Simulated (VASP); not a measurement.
# Os: single point with PBEsol

Os:

```
Os
1.0
     0.00000    1.94271    1.94271
     1.94271    0.00000    1.94271
     1.94271    1.94271    0.00000
Os
1
Direct
  0.00000 0.00000 0.00000
```

```json
{
  "Program": "VASP 6.6.1",
  "Task": "single point",
  "Functional": "PBEsol",
  "Potentials or basis": "VASP PAW PBE potentials, release 64 (Os)",
  "Cutoff": "520 eV",
  "k mesh": "8 × 8 × 8",
  "Occupations": "gaussian, width 0.1 eV",
  "Spin": "no spin polarisation"
}
```

```yaml
Pressure: -19.1 GPa
Band_gap_on_the_k_mesh: zero (band 4 reaches 10.73 eV, above the bottom of band 5 at 7.62 eV)
```

Levels at points of the mesh, in eV from the Fermi level:
```csv
k point,band 1,band 2,band 3,band 4,band 5,band 6,band 7,band 8
"(0.00, 0.00, 0.00)",-10.25,-2.62,-2.62,-2.62,0.22,0.22,14.51,20.01
"(0.50, 0.00, 0.00)",-7.11,-2.77,-2.77,-0.04,2.47,2.47,8.59,14.00
"(0.50, 0.50, 0.00)",-6.96,-6.26,2.43,2.43,3.11,3.11,11.69,12.15
```

It took 6 s on 1 thread of Intel(R) Xeon(R) Platinum 8259CL CPU @ 2.50GHz (Skylake/Cascade Lake), on a shared host, peak memory 0.12 GiB.

Caveat: the PAW data sets were made with another functional, which shifts forces and pressure a little; spin-orbit coupling is left out, which moves the levels of the heavy elements.
